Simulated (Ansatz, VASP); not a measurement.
# TiO3: VASP beside Ansatz

```
Ti O
1.0
     3.18206    0.00000    0.00000
     0.00000    3.18206    0.00000
     0.00000    0.00000    3.18206
Ti O
1 3
Direct
  0.00000 0.00000 0.00000
  0.00000 0.50000 0.50000
  0.50000 0.00000 0.50000
  0.50000 0.50000 0.00000
```

Alike in both runs: functional r2SCAN; k mesh 6 × 6 × 6; occupations gaussian, width 0.1 eV; no spin polarisation.

Ansatz relaxed the structure, and its values are those at the end. VASP's run is a single point on that final structure, the one shown.

```csv
,VASP,Ansatz
version,VASP 6.6.1,Ansatz 0.2.0
potentials or method,"VASP PAW PBE potentials, release 64 (Ti_sv, O), cutoff 520 eV","scalar-relativistic, plane waves, PAW"
valence electrons in the cell,30,30
```

Ansatz gave:

```
gap on the k mesh at the Fermi level (eV) : none
pressure (GPa)                            : 0.1
```

Problem. Estimate VASP's values.

Solution. gap on the k mesh at the Fermi level (eV): none; pressure (GPa): 1.2.

VASP's potentials were made for PBE, not for r2SCAN. A gap of «none» marks a metal or a gap that the smearing closes.
